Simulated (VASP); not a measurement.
A run of VASP 6.6.1:

File INCAR:

```
ALGO = Normal
EDIFF = 1E-6
ENCUT = 520
GGA = PS
ISIF = 2
ISMEAR = 0
LASPH = True
LCHARG = False
LREAL = False
LWAVE = False
NBANDS = 44
NELM = 100
PREC = Accurate
SIGMA = 0.02
```

File KPOINTS:

```
k-points
0
Gamma
  6 6 6
```

The input POSCAR:

```
K2SnHgTe4
1.0
   -4.2701597425      4.2701597425      3.6274206977
    4.2701597425     -4.2701597425      3.6274206977
    4.2701597425      4.2701597425     -3.6274206977
K Sn Hg Te
2 1 1 4
Direct
    0.5000000000      0.0000000000      0.5000000000
    0.0000000000      0.5000000000      0.5000000000
    0.0000000000      0.0000000000      0.0000000000
    0.5000000000      0.5000000000      0.0000000000
    0.5797905633      0.9394764820      0.0000000000
    0.9394764820      0.5797905633      0.0000000000
    0.0605235180      0.0605235180      0.6403140814
    0.4202094367      0.4202094367      0.3596859186
```

Potentials or basis: VASP PAW PBE potentials, release 64 (K_sv, Sn_d, Hg, Te).

Command:

```sh
$ cat potpaw_PBE.64/K_sv/POTCAR potpaw_PBE.64/Sn_d/POTCAR potpaw_PBE.64/Hg/POTCAR potpaw_PBE.64/Te/POTCAR > POTCAR
$ mpirun -np 1 vasp_std > vasp.out
```

Hardware: 1 thread of AMD EPYC 7R43 64-Core Processor (Zen 3), on a shared host.

Q: Estimate the wall time of this run.

A: Run time: 8 min on 1 thread of AMD EPYC 7R43 64-Core Processor (Zen 3) (shared host), peak memory 0.57 GiB. Counts: scf iterations 15, k points 30.
